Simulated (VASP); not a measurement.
Wanted: the native input for a VASP 6.6.1 run.

```
Task                   : electric field gradients
Functional             : PBE
Potentials or basis    : VASP PAW PBE potentials, release 64 (C_h, O_h)
Cutoff                 : 1000 eV
k mesh                 : 3 × 3 × 3
Occupations            : gaussian, width 0.01 eV
Spin                   : no spin polarisation
Dipole correction      : no
Further INCAR settings : LREAL = Auto; ALGO = Normal; EDIFF = 1e-08; NBANDS = 82
```

The structure of CO2 lies in POSCAR:

```
CO2
1.0
    0.0000000000      5.4970732800      5.4970732800
    5.4970732800      0.0000000000      5.4970732800
    5.4970732800      5.4970732800      0.0000000000
C O
8 16
Direct
    0.0000000000      0.0000000000      0.0000000000
    0.5000000000      0.5000000000      0.5000000000
    0.0000000000      0.5000000000      0.0000000000
    0.5000000000      0.0000000000      0.5000000000
    0.0000000000      0.0000000000      0.5000000000
    0.5000000000      0.5000000000      0.0000000000
    0.5000000000      0.0000000000      0.0000000000
    0.0000000000      0.5000000000      0.5000000000
    0.0612684900      0.0612684900      0.0612684900
    0.5612684900      0.5612684900      0.5612684900
    0.5612684900      0.0612684900      0.3161945300
    0.0612684900      0.5612684900      0.8161945300
    0.3161945300      0.5612684900      0.0612684900
    0.8161945300      0.0612684900      0.5612684900
    0.0612684900      0.3161945300      0.5612684900
    0.5612684900      0.8161945300      0.0612684900
    0.4387315100      0.4387315100      0.4387315100
    0.9387315100      0.9387315100      0.9387315100
    0.9387315100      0.4387315100      0.1838054700
    0.4387315100      0.9387315100      0.6838054700
    0.1838054700      0.9387315100      0.4387315100
    0.6838054700      0.4387315100      0.9387315100
    0.4387315100      0.1838054700      0.9387315100
    0.9387315100      0.6838054700      0.4387315100
```

One way to write it, as run:

INCAR

```
SYSTEM = CO2
ALGO = Normal ; EDIFF = 1E-8
ENCUT = 1000 ; GGA = PE
GGA_COMPAT = .FALSE. ; ISIF = 2
ISMEAR = 0 ; LASPH = .TRUE.
LCHARG = .FALSE. ; LEFG = .TRUE.
LREAL = Auto ; LWAVE = .FALSE.
NBANDS = 82 ; NELM = 120
PREC = Accurate ; SIGMA = 0.01
```

KPOINTS

```
k-points
0
G
  3 3 3
  0 0 0
```

Potentials or basis: VASP PAW PBE potentials, release 64 (C_h, O_h).

Run with:

```console
$ cat potpaw_PBE.64/C_h/POTCAR potpaw_PBE.64/O_h/POTCAR > POTCAR
$ mpirun -np 1 vasp_std > vasp.out
```

Results of the run:

* Pressure: 2.5 GPa
* Largest force: 0.125 eV/Å
* Band gap on the k mesh: 6.87 eV
* Largest electric field gradient by atom: C -51.2; O +66.7 V/Å²

Caveat: this functional lacks dispersion, which holds the molecules together, so the pressure and a relaxed volume are unreliable; without QUAD_EFG the Cq values of the log hold for a quadrupole moment of 1 mb, not for the nuclei.

Wall time 5 min on 1 thread of Intel(R) Xeon(R) 6975P-C (Granite Rapids) (shared host), peak memory 0.98 GiB.
